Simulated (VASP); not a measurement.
Set up this calculation in VASP 6.6.1, as the native input.

```
Task                   : single point
Functional             : PBE
Potentials or basis    : VASP PAW PBE potentials, release 64 (Li_sv)
Cutoff                 : 520 eV
k mesh                 : 22 × 22 × 22
Occupations            : fermi-dirac, width 0.05 eV
Spin                   : no spin polarisation
Dipole correction      : no
Further INCAR settings : ALGO = Normal; EDIFF = 1e-06; NBANDS = 8
```

The structure of Li lies in POSCAR:

```
Li
1.0
    0.0000000000      2.2020000000      2.2020000000
    2.2020000000      0.0000000000      2.2020000000
    2.2020000000      2.2020000000      0.0000000000
Li
1
Direct
    0.0000000000      0.0000000000      0.0000000000
```

This isn't the form of Li at room conditions, which is bcc.

One way to write it, as run:

INCAR

```
SYSTEM = Li
  ALGO = Normal
  EDIFF = 1E-6
  ENCUT = 520
  GGA = PE
  ISIF = 2
  ISMEAR = -1
  LASPH = .TRUE.
  LCHARG = .TRUE.
  LELF = .TRUE.
  LREAL = .FALSE.
  LVHAR = .TRUE.
  LWAVE = .FALSE.
  NBANDS = 8
  NELM = 100
  PREC = Accurate
  SIGMA = 0.05
```

KPOINTS

```
k-points
0
G
  22 22 22
  0 0 0
```

Potentials or basis: VASP PAW PBE potentials, release 64 (Li_sv).

Run with:

```sh
$ cat potpaw_PBE.64/Li_sv/POTCAR > POTCAR
$ mpirun -np 1 vasp_std > vasp.out
```

Results of the run:

```json
{
  "Band gap on the k mesh": "zero (an odd number of electrons rules out a gap without spin polarisation)"
}
```

Wall time 36 s on 1 thread of Intel Xeon 8259CL, with other jobs on the host, peak memory 0.16 GiB.
